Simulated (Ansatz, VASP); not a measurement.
# Li3CaO4 in VASP and in Ansatz

```
Li Ca O
1.0
     4.45862    0.00000    0.00000
     0.00000    4.45862    0.00000
     0.00000    0.00000    4.45862
Li Ca O
3 1 4
Cartesian
  2.2293 2.2293 0.0000
  2.2293 0.0000 2.2293
  0.0000 2.2293 2.2293
  0.0000 0.0000 0.0000
  2.2293 2.2293 2.2293
  0.0000 0.0000 2.2293
  0.0000 2.2293 0.0000
  2.2293 0.0000 0.0000
```

Alike in both runs: functional PBE; k mesh 8 × 8 × 8; occupations gaussian, width 0.1 eV; collinear spin.

Ansatz relaxed the structure, and its values are those at the end. VASP's run is a single point on that final structure, the one shown.

|  | VASP | Ansatz |
| --- | --- | --- |
| version | VASP 6.6.1 | Ansatz 0.2.0 |
| potentials or method | VASP PAW PBE potentials, release 64 (Li_sv, Ca_sv, O), cutoff 520 eV | scalar-relativistic, plane waves, PAW |
| valence electrons in the cell | 43 | 43 |

|  | VASP | Ansatz | Ansatz less VASP |
| --- | --- | --- | --- |
| gap on the k mesh at the Fermi level (eV) | none | none | - |
| net moment per atom (μB) | 0.38 | 0.37 | 0.000 |
| size of the moment on the site where the two differ most (μB) | 0.80 | 0.91 | +0.109 |

Site moments also hang on the region over which each program counts them. A gap of «none» marks a metal or a gap that the smearing closes.

Noted on VASP's run: the cutoff is short for stress, so the pressure is rough.
